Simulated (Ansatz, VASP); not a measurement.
CdS5 in VASP and in Ansatz

```
Cd S
1.0
     7.69383    0.00000    0.00000
    -3.84691    6.66305    0.00000
     0.00000    0.00000    2.97388
Cd S
1 5
Direct
  0.00000 0.00000 0.00000
  0.50000 0.00000 0.50000
  0.00000 0.50000 0.50000
  0.50000 0.50000 0.50000
  0.33333 0.66667 0.50000
  0.66667 0.33333 0.50000
```

Alike in both runs: functional PBE; k mesh 3 × 3 × 4; occupations gaussian, width 0.1 eV; no spin polarisation.

Ansatz relaxed the structure, and its values are those at the end. VASP's run is a single point on that final structure, the one shown.

```csv
,VASP,Ansatz
version,VASP 6.6.1,Ansatz 0.2.0
potentials or method,"VASP PAW PBE potentials, release 64 (Cd, S), cutoff 520 eV","scalar-relativistic, plane waves, PAW"
valence electrons in the cell,42,50
```

|  | VASP | Ansatz | Ansatz less VASP |
| --- | --- | --- | --- |
| gap on the k mesh at the Fermi level (eV) | none | none | - |
| pressure (GPa) | -0.2 | 0.0 | +0.12 |

A gap of «none» marks a metal or a gap that the smearing closes. With one functional, cell and mesh, what is left measures potentials, basis and numerics. VASP's potentials hold 42 valence electrons a cell and Ansatz's 50, so a difference there can come from the potentials and not from the codes.

The k mesh is coarse, so the values compare programs but aren't converged.
